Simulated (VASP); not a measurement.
A run of VASP 6.6.1:

INCAR

```
SYSTEM = CdSe
ALGO = Normal
EDIFF = 1E-7
EDIFFG = -0.03
ENCUT = 600
GGA = PE
IBRION = 2
ISIF = 3
ISMEAR = 0
LASPH = .True.
LCHARG = .False.
LREAL = .False.
LWAVE = .False.
NELM = 60
NSW = 60
PREC = Accurate
PSTRESS = 400.0
SIGMA = 0.01
```

File KPOINTS:

```
k-points
0
Gamma
  6 6 6
  0 0 0
```

POSCAR

```
CdSe
1.0
    0.0000000000      3.0702700000      3.0702700000
    3.0702700000      0.0000000000      3.0702700000
    3.0702700000      3.0702700000      0.0000000000
Cd Se
1 1
Direct
    0.0000000000      0.0000000000      0.0000000000
    0.7500000000      0.7500000000      0.7500000000
```

Potentials or basis: VASP PAW PBE potentials, release 64 (Cd, Se).

Command:

```console
$ cat potpaw_PBE.64/Cd/POTCAR potpaw_PBE.64/Se/POTCAR > POTCAR
$ mpirun -np 1 vasp_std > vasp.out
```

Hardware: 1 thread of AMD EPYC 7R13 Processor (Zen 3), with other jobs on the host.

Problem. How long does it take, and how much memory?

Solution. Run time: 3.1 min on 1 thread of AMD EPYC 7R13 Processor (Zen 3) (shared host), peak memory 0.2 GiB. Counts: scf iterations 94, k points 16, ion steps 9.
